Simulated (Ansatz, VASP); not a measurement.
## Li: VASP beside Ansatz

```xyz
1
Lattice="-1.7850 1.7500 1.7500 1.7500 -1.7850 1.7500 1.7500 1.7500 -1.7850" Properties=species:S:1:pos:R:3 pbc="T T T"
Li    0.0000    0.0000    0.0000
```

Change from the starting cell: equal xy, yz and zx shear strains of -2 %, PAW files.

Alike in both runs: task electric field gradients; functional PBE; k mesh 15 × 15 × 15; occupations fermi-dirac, width 0.08 eV; no spin polarisation.

|  | VASP | Ansatz |
| --- | --- | --- |
| version | VASP 6.6.1 | Ansatz 0.2.0 |
| potentials or method | VASP PAW PBE potentials, release 64 (Li_sv) | PAW with Ansatz's default frozen-core files, scalar-relativistic |
| plane-wave cutoff (eV) | 520 | 420 |
| valence electrons in the cell | 3 | 3 |

|  | VASP | Ansatz | Ansatz less VASP |
| --- | --- | --- | --- |
| size of Vzz on the site where it differs most (V/Å²) | 0.1 | 0.1 | -0.01 |

Noted on VASP's run: the cutoff is under 1.25 times that of the potentials, so the pressure is a little rough.
